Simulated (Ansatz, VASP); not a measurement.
Two plane-wave programs on TaAs

INCAR

```
PREC = Accurate ; ENCUT = 520
EDIFF = 1E-6 ; ISMEAR = 0
SIGMA = 0.15 ; LREAL = False
LASPH = True ; NELM = 60
ALGO = Normal ; ISIF = 2
LWAVE = False ; LCHARG = False
GGA = PE ; NBANDS = 24
```

Contents of KPOINTS:

```
Automatic mesh
0
Gamma
  20 20 20
```

The input POSCAR:

```
TaAs
1.0
   -1.5929326983      1.5929326983      5.8672939475
    1.5929326983     -1.5929326983      5.8672939475
    1.5929326983      1.5929326983     -5.8672939475
Ta As
2 2
Direct
    0.5001741996      0.0001741996      0.5000000000
    0.7501741996      0.7501741996      0.0000000000
    0.0824252204      0.5824252204      0.5000000000
    0.3324252204      0.3324252204      0.0000000000
```

Input for Ansatz:

```yaml
crystal:
  lattice:
    - [-1.5929326983, 1.5929326983, 5.8672939475]
    - [1.5929326983, -1.5929326983, 5.8672939475]
    - [1.5929326983, 1.5929326983, -5.8672939475]
  atoms:
    - { symbol: Ta, position: [0.5001741996, 0.0001741996, 0.5] }
    - { symbol: Ta, position: [0.7501741996, 0.7501741996, 0.0] }
    - { symbol: As, position: [0.0824252204, 0.5824252204, 0.5] }
    - { symbol: As, position: [0.3324252204, 0.3324252204, 0.0] }
basis:
  ecutwfc: 420
kpoints:
  mp_grid: { grid: [20, 20, 20] }
hamiltonian:
  xc: pbe
scf:
  occupations: { method: gaussian, width: 0.15 }
output:
  forces: true
  stress: true
  eigenvalues: true
```

Change from the starting cell: strain -0.080 along x and y, +0.000 along z, atoms carried along.

Alike in both runs: task single point; functional PBE; k mesh 20 × 20 × 20; occupations gaussian, width 0.15 eV; no spin polarisation.

|  | VASP | Ansatz |
| --- | --- | --- |
| version | VASP 6.6.1 | Ansatz 0.2.0 |
| potentials or method | VASP PAW PBE potentials, release 64 (Ta_pv, As), cutoff 520 eV | scalar-relativistic, plane waves, PAW |
| valence electrons in the cell | 32 | 56 |

```tsv
	VASP	Ansatz	Ansatz less VASP
gap on the k mesh at the Fermi level (eV)	none	none	-
pressure (GPa)	47.1	45.9	-1.16
traceless stress, the component that is largest in VASP (GPa)	-19.23	-19.04	+0.197
rms of the force components (eV/Å)	0.655	0.647	-0.0074
```

Atom by atom the forces differ by 0.007 eV/Å (rms over components). A gap of «none» marks a metal or a gap that the smearing closes. Both programs put the cell under a high pressure, so it lies far from rest at this level. VASP's potentials hold 32 valence electrons a cell and Ansatz's 56, so a difference there can come from the potentials and not from the codes.

Spin-orbit coupling is off throughout.
